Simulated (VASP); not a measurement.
# Pb (P-3m1) in VASP: single point with PBEsol

Aim: the single point of Pb with PBEsol.

All numbers are computed with VASP 6.6.1; they aren't measurements. Logs are shortened: lines on timing, memory, paths and dates and some standing lists are left out, and cuts for length are marked.

## 1. The cell of the first run

The structure is trigonal, space group P-3m1 (No. 164). Conventional cell: a = 3.483 Å, b = 3.483 Å, c = 14.284 Å, α = 90.00°, β = 90.00°, γ = 120.00°. Within 4.6 Å of Pb (site symmetry 3m) lie 12 Pb at 3.48 to 3.49 Å. Within 4.6 Å of Pb (site symmetry 3m) lie 12 Pb at 3.48 to 3.51 Å. Pb (site symmetry -3m) has 12 Pb at 3.48 to 3.49 Å within 4.6 Å.

## 2. Single point, PBEsol

The input, INCAR:

```
SYSTEM = Pb
  PREC = Accurate
  ENCUT = 520
  EDIFF = 1E-6
  ISMEAR = 0
  SIGMA = 0.1
  LREAL = .False.
  LASPH = .True.
  NELM = 60
  ALGO = Fast
  ISIF = 2
  LWAVE = .False.
  LCHARG = .False.
  GGA = PS
  NBANDS = 43
```

The input, KPOINTS:

```
Automatic mesh
0
Gamma
  15 15 4
  0 0 0
```

The input, POSCAR:

```
Pb
1.0
    3.4833439348      0.0000000000      0.0000000000
   -1.7416719674      3.0166643377      0.0000000000
    0.0000000000      0.0000000000     14.2838677152
Pb
5
Direct
    0.0000000000      0.0000000000     -0.0004502022
    0.3333333333      0.6666666667      0.1991270786
    0.0000000000      0.0000000000      0.4008729214
    0.3333333333      0.6666666667      0.6004502022
    0.6666666667      0.3333333333      0.8000000000
```

Potentials or basis: VASP PAW PBE potentials, release 64 (Pb_d).

Run with:

```console
$ cat potpaw_PBE.64/Pb_d/POTCAR > POTCAR
$ mpirun -np 1 vasp_std > vasp.out
```

OUTCAR:

```text
SYSTEM = Pb
   PREC = Accurate
   ENCUT = 520
   EDIFF = 1E-6
   ISMEAR = 0
   LREAL = .False.
   LASPH = .True.
   NELM = 60
   ISIF = 2
   GGA = PS

 ion  position               nearest neighbor table
   1  0.000  0.000  1.000-   5 3.49   5 3.49   5 3.49   2 3.49   2 3.49   2 3.49
   2  0.333  0.667  0.199-   1 3.49   1 3.49   1 3.49   3 3.51   3 3.51   3 3.51
   3  0.000  0.000  0.401-   4 3.49   4 3.49   4 3.49   2 3.51   2 3.51   2 3.51
   4  0.333  0.667  0.600-   5 3.49   5 3.49   5 3.49   3 3.49   3 3.49   3 3.49
   5  0.667  0.333  0.800-   4 3.49   1 3.49   4 3.49   1 3.49   1 3.49   4 3.49

  LATTYP: Found a hexagonal cell.
 ALAT       =     3.4833439348
 C/A-ratio  =     4.1006193998

  Lattice vectors:

 A1 = (   3.4833439348,   0.0000000000,   0.0000000000)
 A2 = (  -1.7416719674,   3.0166643377,   0.0000000000)
 A3 = (   0.0000000000,   0.0000000000,  14.2838677152)

Analysis of symmetry for initial positions (statically):
=====================================================================
 Subroutine PRICEL returns:
 Original cell was already a primitive cell.

 Routine SETGRP: Setting up the symmetry group for a
 hexagonal supercell.

 Subroutine GETGRP returns: Found 12 space group operations
 (whereof  6 operations were pure point group operations)
 out of a pool of 24 trial point group operations.

The static configuration has the point symmetry C_3v.
 The point group associated with its full space group is D_3d.

Analysis of symmetry for dynamics (positions and initial velocities):
=====================================================================
 Subroutine PRICEL returns:
 Original cell was already a primitive cell.

 Routine SETGRP: Setting up the symmetry group for a
 hexagonal supercell.

 Subroutine GETGRP returns: Found 12 space group operations
 (whereof  6 operations were pure point group operations)
 out of a pool of 24 trial point group operations.

The dynamic configuration has the point symmetry C_3v.
 The point group associated with its full space group is D_3d.

 Subroutine INISYM returns: Found 12 space group operations
 (whereof  6 operations are pure point group operations),
 and found     1 'primitive' translations

----------------------------------------------------------------------------------------

                                     Primitive cell

  volume of cell :     150.0960

  direct lattice vectors                    reciprocal lattice vectors
     3.483343935  0.000000000  0.000000000     0.287080466  0.165745984  0.000000000
    -1.741671967  3.016664338  0.000000000     0.000000000  0.331491969  0.000000000
     0.000000000  0.000000000 14.283867715     0.000000000  0.000000000  0.070009049

  length of vectors
     3.483343935  3.483343935 14.283867715     0.331491969  0.331491969  0.070009049

  position of ions in fractional coordinates (direct lattice)
     0.000000000  0.000000000  0.999549798
     0.333333333  0.666666667  0.199127079
     0.000000000  0.000000000  0.400872921
     0.333333333  0.666666667  0.600450202
     0.666666667  0.333333333  0.800000000

  ion indices of the primitive-cell ions
   primitive index   ion index
                 1           1
                 2           2
                 3           3
                 4           4
                 5           5

----------------------------------------------------------------------------------------

 KPOINTS: Automatic mesh

Automatic generation of k-mesh.
 Grid dimensions read from file:
 generate k-points for:   15   15    4

 Generating k-lattice:

  Cartesian coordinates                     Fractional coordinates (reciprocal lattice)
     0.019138698  0.011049732  0.000000000     0.066666667  0.000000000  0.000000000
     0.000000000  0.022099465  0.000000000     0.000000000  0.066666667  0.000000000
     0.000000000  0.000000000  0.017502262     0.000000000  0.000000000  0.250000000

  Length of vectors
     0.022099465  0.022099465  0.017502262

  Shift w.r.t. Gamma in fractional coordinates (k-lattice)
     0.000000000  0.000000000  0.000000000

 Subroutine IBZKPT returns following result:
 ===========================================

 Found    100 irreducible k-points:

 Following reciprocal coordinates:
            Coordinates               Weight
  0.000000  0.000000  0.000000      1.000000
  0.066667  0.000000  0.000000      6.000000
  0.133333 -0.000000  0.000000      6.000000
  0.200000 -0.000000  0.000000      6.000000
  0.266667 -0.000000  0.000000      6.000000
  0.333333 -0.000000  0.000000      6.000000
[... 16 lines left out ...]
  0.333333  0.200000  0.000000     12.000000
  0.400000  0.200000  0.000000      6.000000
 [... further k-points ...]
   k-points           NKPTS =    100   k-points in BZ     NKDIM =    100   number of bands    NBANDS=     43
   number of dos      NEDOS =    301   number of ions     NIONS =      5
   total plane-waves  NPLWV =  84672
   dimension x,y,z NGX =    28 NGY =   28 NGZ =  108
   dimension x,y,z NGXF=    56 NGYF=   56 NGZF=  216
   ions per type =               5
   NGX,Y,Z   is equivalent  to a cutoff of  13.36, 13.36, 12.57 a.u.
   NGXF,Y,Z  is equivalent  to a cutoff of  26.73, 26.73, 25.14 a.u.
 SYSTEM =  Pb
   PREC   = accura    normal or accurate (medium, high low for compatibility)
   ISTART =      0    job   : 0-new  1-cont  2-samecut
   ICHARG =      2    charge: 1-file 2-atom 10-const
   ISPIN  =      1    spin polarized calculation?
   LNONCOLLINEAR =      F non collinear calculations
   LSORBIT =      F    spin-orbit coupling
   LASPH  =      T    aspherical Exc in radial PAW
   ENCUT  =  520.0 eV  38.22 Ry    6.18 a.u.   6.48  6.48 26.56*2*pi/ulx,y,z
   NELM   =     60;   NELMIN=  2; NELMDL= -5     # of ELM steps
   EDIFF  = 0.1E-05   stopping-criterion for ELM
   LREAL  =      F    real-space projection
   EDIFFG = 0.1E-04   stopping-criterion for IOM
   NSW    =      0    number of steps for IOM
   IBRION =     -1    ionic relax: 0-MD 1-quasi-New 2-CG
   NFREE  =      0    steps in history (QN), initial steepest desc. (CG)
   ISIF   =      2    stress and relaxation
   ISYM   =      2    0-nonsym 1-usesym 2-fastsym
   POTIM  = 0.5000    time-step for ionic-motion
   TEBEG  =    0.0;   TEEND  =   0.0 temperature during run
   PSTRESS=    0.0 pullay stress
   NELECT =      70.0000    total number of electrons
   NUPDOWN=      -1.0000    fix difference up-down
   EMIN   =  10.00;   EMAX   =-10.00  energy-range for DOS
   EFERMI =   0.00;   METHOD = LEGACY
   ISMEAR =     0;   SIGMA  =   0.10  broadening in eV -4-tet -1-fermi 0-gaus
   EFERMI_NEDOS =   21; number of points for ismear=-14 and -15
   IALGO  =     68    algorithm
   IMIX   =      4    mixing-type and parameters
     AMIX     =   0.40;   BMIX     =  1.00
     AMIX_MAG =   1.60;   BMIX_MAG =  1.00
  volume/ion in A,a.u.               =      30.02       202.58
  Fermi-wavevector in a.u.,A,eV,Ry     =   1.269554  2.399109 21.929421  1.611767
  Thomas-Fermi vector in A             =   2.402589
   LORBIT       =      0    0 simple, 1 ext, 2 COOP (PROOUT), +10 PAW based schemes
   GGA     = PS    functional components
   LHFCALC =     F    Hartree Fock is set to
   AEXX    =    0.0000 exact exchange contribution
   IVDW    =     0    specifies the selected vdW correction
   LEPSILON=     F    determine dielectric tensor
   LRPA    =     F    only Hartree local field effects (RPA)
 non-spin polarized calculation
 RMM-DIIS sequential band-by-band and
 Gauss-broadening in eV      SIGMA  =   0.10
  energy-cutoff  :      520.00
  volume of cell :      150.10
 maximum number of plane-waves:      4097
 NGX is ok and might be reduce to    28
   NGX = 13   NGY = 13   NGZ = 53

 number of electron      70.0000004 magnetization

 Free energy of the ion-electron system (eV)
  ---------------------------------------------------
  ext. energy  EPLUGINS =         0.00000000
  ---------------------------------------------------
  free energy    TOTEN  =       -19.97963527 eV

  energy without entropy =      -19.96619136  energy(sigma->0) =      -19.97291332

 E-fermi :   7.1973     XC(G=0): -10.3899

 val. band max:        7.1932807262   @ k =   0.0000   0.4667   0.2500
 cond. band min:       7.1985558439   @ k =   0.4000   0.2000   0.2500
 fundamental gap:      0.0052751177
 Fermi energy:         7.1972515943

 k-point     1 :       0.0000    0.0000    0.0000
  band No.  band energies     occupation
      1      -9.8276      2.00000
      2      -9.8032      2.00000
      3      -9.7959      2.00000
      4      -9.7902      2.00000
      5      -9.7902      2.00000
      6      -9.7821      2.00000
[... 35 lines left out ...]
     42      14.0417      0.00000
     43      14.7036      0.00000

 k-point     2 :       0.0667    0.0000    0.0000
  band No.  band energies     occupation
      1      -9.8234      2.00000
      2      -9.8042      2.00000
      3      -9.7965      2.00000
      4      -9.7926      2.00000
      5      -9.7808      2.00000
      6      -9.7802      2.00000
[... 35 lines left out ...]
     42      14.1839      0.00000
     43      14.5543      0.00000

 k-point     3 :       0.1333   -0.0000    0.0000
  band No.  band energies     occupation
      1      -9.8333      2.00000
      2      -9.8088      2.00000
      3      -9.7990      2.00000
      4      -9.7970      2.00000
      5      -9.7704      2.00000
      6      -9.7660      2.00000
[... 35 lines left out ...]
     42      12.7097      0.00000
     43      14.2436      0.00000

 k-point     4 :       0.2000   -0.0000    0.0000
  band No.  band energies     occupation
      1      -9.8595      2.00000
      2      -9.8284      2.00000
      3      -9.8165      2.00000
      4      -9.7917      2.00000
      5      -9.7712      2.00000
      6      -9.7548      2.00000
[... 863 lines left out ...]
     42       9.2513      0.00000
     43      11.2221      0.00000

 k-point    23 :       0.3333    0.2000    0.0000
  band No.  band energies     occupation
      1      -9.8751      2.00000
      2      -9.8195      2.00000
      3      -9.8183      2.00000
      4      -9.8108      2.00000
      5      -9.8002      2.00000
      6      -9.7883      2.00000
[... 35 lines left out ...]
     42       9.1048      0.00000
     43      10.5492      0.00000

 k-point    24 :       0.4000    0.2000    0.0000
  band No.  band energies     occupation
      1      -9.8807      2.00000
      2      -9.8197      2.00000
      3      -9.8167      2.00000
      4      -9.8099      2.00000
      5      -9.7991      2.00000
      6      -9.7986      2.00000
[... 35 lines left out ...]
     42       9.6206      0.00000
     43       9.7057      0.00000

 [... further k-points ...]
[... 5 lines left out ...]
  --------------------------------------------------------------------------------------
  -------------------------------------------------------------------------------------
  Total       -0.0557551     -0.0557551     -0.0604744      0.0000000      0.0000000      0.0000000
  in kB       -0.5951495     -0.5951495     -0.6455249      0.0000000      0.0000000      0.0000000
  external PRESSURE =      -0.6119413 kB  Pullay stress =       0.0000000 kB

 VOLUME and BASIS-vectors are now :
 -----------------------------------------------------------------------------
  energy-cutoff  :      520.00
  volume of cell :      150.10
      direct lattice vectors                 reciprocal lattice vectors
     3.483343935  0.000000000  0.000000000     0.287080466  0.165745984  0.000000000
    -1.741671967  3.016664338  0.000000000     0.000000000  0.331491969  0.000000000
     0.000000000  0.000000000 14.283867715     0.000000000  0.000000000  0.070009049

 POSITION                                       TOTAL-FORCE (eV/Angst)
 -----------------------------------------------------------------------------------
      0.00000      0.00000     14.27744         0.000000      0.000000      0.001294
     -0.00000      2.01111      2.84430         0.000000      0.000000     -0.001530
      0.00000      0.00000      5.72602        -0.000000     -0.000000      0.001530
     -0.00000      2.01111      8.57675        -0.000000     -0.000000     -0.001294
      1.74167      1.00555     11.42709         0.000000     -0.000000     -0.000000
 -----------------------------------------------------------------------------------
    total drift:                                0.000000     -0.000000      0.000092

  FREE ENERGIE OF THE ION-ELECTRON SYSTEM (eV)
  ---------------------------------------------------
  free  energy   TOTEN  =       -19.9796352684 eV

  energy  without entropy=      -19.9661913635  energy(sigma->0) =      -19.97291332
```

Run time: 5.1 min. Hardware: 1 thread of Intel Xeon 6975P-C (Granite Rapids), shared host; peak memory 0.57 GiB.

Results:

```yaml
Free_energy: -19.9796 eV
Pressure: -0.1 GPa
Band_gap_on_the_k_mesh: zero (bands 35 and 36 overlap by 7.56 eV)
```

Levels at points of the mesh, in eV from the Fermi level:
```tsv
k point	band 32	band 33	band 34	band 35	band 36	band 37	band 38	band 39
(0.00, 0.00, 0.00)	-3.09	2.22	2.25	5.82	5.82	5.85	5.85	6.79
(0.00, 0.00, 0.50)	-0.71	-0.69	5.38	5.40	5.69	5.69	6.24	6.24
```

Caveat: the PAW data sets were made with another functional, which shifts forces and pressure a little; spin-orbit coupling is left out, which moves the levels of the heavy elements.
